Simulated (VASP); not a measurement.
Runs of VASP 6.6.1 on Br. The structure is that of space group P6_3/mmc (No. 194), or close to it. The cells are those of the table. 

```csv
task,cell,cutoff (eV),gap on the mesh (eV),pressure (GPa)
single point,"a = 2.869, b = 2.869, c = 6.328 Å, angles 90.0, 90.0, 120.0°, 2 atoms",520,none,(a)
relaxation of cell and atoms,"relaxed to 30 GPa from a = 3.330, b = 3.330, c = 5.438 Å, angles 90.0, 90.0, 120.0°, 2 atoms",600,none,30.0
single point,"a = 2.792, b = 2.792, c = 5.919 Å, angles 90.0, 90.0, 120.0°, 2 atoms",520,none,20.0
relaxation of cell and atoms,"relaxed to 10 GPa from a = 3.330, b = 3.330, c = 5.438 Å, angles 90.0, 90.0, 120.0°, 2 atoms",600,none,10.1
relaxation of cell and atoms,"relaxed from a = 3.330, b = 3.330, c = 5.438 Å, angles 90.0, 90.0, 120.0°, 2 atoms",600,none,0.0
single point,"a = 3.005, b = 3.005, c = 9.151 Å, angles 90.0, 90.0, 120.0°, 2 atoms",520,none,0.0
relaxation of cell and atoms,"relaxed to 20 GPa from a = 3.330, b = 3.330, c = 5.438 Å, angles 90.0, 90.0, 120.0°, 2 atoms",600,none,20.1
single point,"a = 2.738, b = 2.738, c = 5.676 Å, angles 90.0, 90.0, 120.0°, 2 atoms",520,none,30.0
```

Alike in all rows: level PBE; potentials or basis VASP PAW PBE potentials, release 64 (Br); no spin polarisation; k mesh 8 × 8 × 4; smearing gaussian 0.02 eV.

Fill in the values left out.

(a) 10.0.

Caveats: this functional lacks dispersion, which binds the layers, so the pressure and a relaxed spacing across them are unreliable (some runs); the cell is relaxed towards a set pressure, so the enthalpy falls and the energy may rise (some runs).

A k mesh can miss the band edges, and the runs leave out spin-orbit coupling on Br.

A gap of «none» marks levels without a gap at the run's occupations.
